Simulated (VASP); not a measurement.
Input of a VASP 6.6.1 run:

Contents of INCAR:

```
SYSTEM = BAs
PREC = Accurate ; ENCUT = 500
EDIFF = 1E-6 ; ISMEAR = 0
SIGMA = 0.1 ; LREAL = .False.
LASPH = .True. ; NELM = 120
ALGO = Normal ; ISIF = 2
LWAVE = .False. ; LCHARG = .True.
GGA = PE ; LELF = .True.
LVHAR = .True. ; NBANDS = 11
GGA_COMPAT = .False.
```

KPOINTS

```
Automatic mesh
0
Gamma
  8 8 8
  0 0 0
```

POSCAR

```
BAs
1.0
    0.0000000000      2.3126248191      2.3126248191
    2.3126248191      0.0000000000      2.3126248191
    2.3126248191      2.3126248191      0.0000000000
B As
1 1
Direct
    0.0000000000      0.0000000000      0.0000000000
    0.2500000000      0.2500000000      0.2500000000
```

Potentials or basis: VASP PAW PBE potentials, release 64 (B, As).

The run is started by

```console
$ cat potpaw_PBE.64/B/POTCAR potpaw_PBE.64/As/POTCAR > POTCAR
$ mpirun -np 1 vasp_std > vasp.out
```

Task: What does it give for the pressure?

Result: 20.6 GPa.

Task: Predict the band gap on the k mesh.

Result: 1.09 eV (least direct gap 3.41 eV).

Caveat: the cell stands under pressure. A k mesh can miss the band edges.
